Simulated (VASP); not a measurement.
CdO:

```xyz
2
Lattice="0.0000 2.3530 2.3530 2.3530 0.0000 2.3530 2.3530 2.3530 0.0000" Properties=species:S:1:pos:R:3 pbc="T T T"
Cd    0.0000    0.0000    0.0000
O     2.3530    2.3530    2.3530
```

Base run:

- Program: VASP 6.6.1
- Functional: r2SCAN
- Potentials or basis: VASP PAW PBE potentials, release 64 (Cd, O)
- Cutoff: 660 eV
- k mesh: 10 × 10 × 10
- Occupations: fermi-dirac, width 0.02 eV
- Spin: no spin polarisation

Its results: band gap on the k mesh 0.07 eV (least direct gap 1.40 eV); pressure 1.5 GPa.

**Question.** The run is repeated on the same cell with these changes: functional from r2SCAN to PBE; cutoff from 660 eV to 600 eV. What comes out?

**Answer.** Band gap on the k mesh zero (bands 9 and 10 overlap by 0.44 eV); pressure 6.6 GPa.

Caveats: the PAW data sets were made with another functional, which shifts forces and pressure a little (at least some runs); the cell stands under pressure (at least some runs); semilocal functionals underestimate gaps, so a narrow gap can read as zero (at least some runs).

A k mesh can miss the band edges.
